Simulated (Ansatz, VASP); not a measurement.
## BaZrO3 in VASP and in Ansatz

```
Ba Zr O
1.0
     4.20517    0.00000    0.00000
     0.00000    4.20517    0.00000
     0.00000    0.00000    4.20517
Ba Zr O
1 1 3
Cartesian
  0.0000 0.0000 0.0000
  2.1026 2.1026 2.1026
  0.0000 2.1026 2.1026
  2.1026 0.0000 2.1026
  2.1026 2.1026 0.0000
```

Alike in both runs: functional r2SCAN; k mesh 8 × 8 × 8; occupations fermi-dirac, width 0.1 eV; no spin polarisation.

Ansatz relaxed the structure, and its values are those at the end. VASP's run is a single point on that final structure, the one shown.

|  | VASP | Ansatz |
| --- | --- | --- |
| version | VASP 6.6.1 | Ansatz 0.2.0 |
| potentials or method | VASP PAW PBE potentials, release 64 (Ba_sv, Zr_sv, O) | PAW with Ansatz's default frozen-core files, scalar-relativistic |
| plane-wave cutoff (eV) | 520 | 500 |
| valence electrons in the cell | 40 | 40 |

Ansatz gave:

```
pressure (GPa) : 0.0
```

Task: Which values does VASP return?

Result: Pressure (GPa): 1.0.

VASP's potentials were made for PBE, not for r2SCAN.

Spin-orbit coupling is off throughout.
